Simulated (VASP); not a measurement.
Ni:

```
Ni
1.0
    -1.38372    1.38372    1.38372
     1.38372   -1.38372    1.38372
     1.38372    1.38372   -1.38372
Ni
1
Direct
  0.00000 0.00000 0.00000
```

Base run:

```yaml
Program: VASP 6.6.1
Functional: r2SCAN
Dispersion: D3(BJ)
Potentials_or_basis: VASP PAW PBE potentials, release 64 (Ni)
Cutoff: 520 eV
k_mesh: 15 × 15 × 15
Occupations: fermi-dirac, width 0.1 eV
Spin: collinear spin, ferromagnetic start
Starting_moments: "[0.49] μB"
Fixed_moment: 0.4 μB
```

Its results: pressure -4.2 GPa; site moments Ni +0.41 μB.

**Question.** The run is repeated on the same cell with these changes: fixed moment from 0.4 μB to 1.8 μB; moments at the start from [0.49] to [1.82]. What comes out?

**Answer.** Pressure 21.5 GPa; site moments Ni +1.73 μB.

Caveats: the PAW data sets were made with another functional, which shifts forces and pressure a little; the total moment is fixed, so each spin has its own Fermi level.
